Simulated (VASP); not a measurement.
A run of VASP 6.6.1 is set up as follows.

The input INCAR:

```
PREC = Accurate
ENCUT = 600
EDIFF = 1E-6
ISMEAR = 0
SIGMA = 0.05
LREAL = F
LASPH = T
NELM = 200
ALGO = Normal
ISIF = 2
LWAVE = F
LCHARG = T
MAGMOM = 0 0 2 0 0 -2 0 0 0 0 0 0
LORBIT = 11
LSORBIT = T
GGA_COMPAT = F
LORBMOM = T
LMAXMIX = 4
LDAU = T
LDAUTYPE = 2
LDAUL = 2 -1
LDAUU = 1 0
LDAUJ = 0 0
LDAUPRINT = 1
GGA = PE
LVHAR = T
NBANDS = 50
```

KPOINTS

```
regular mesh
0
Gamma
  7 7 7
```

File POSCAR:

```
NbN
1.0
    0.0000000000      2.1945007300      2.1945007300
    4.3890014600      2.1945007300      2.1945007300
    4.3890014600      4.3890014600      0.0000000000
Nb N
2 2
Direct
    0.5000000000      0.5000000000      0.0000000000
    0.5000000000      0.5000000000      0.5000000000
    0.0000000000      0.0000000000      0.0000000000
    0.0000000000      0.0000000000      0.5000000000
```

Potentials or basis: VASP PAW PBE potentials, release 64 (Nb_sv, N).

Command:

```console
$ cat potpaw_PBE.64/Nb_sv/POTCAR potpaw_PBE.64/N/POTCAR > POTCAR
$ mpirun -np 1 vasp_ncl > vasp.out
```

Question: What does it give for the pressure?

Answer: 8.7 GPa.

Question: Predict the net moment.

Answer: 0.00 μB per cell.

Stress tensor (GPa, compression positive):
```
8.31 0.00 0.00
0.00 8.91 0.00
0.00 0.00 8.91
```

Caveat: the cell stands under pressure. The state reached can hang on the start; a lower one may exist.
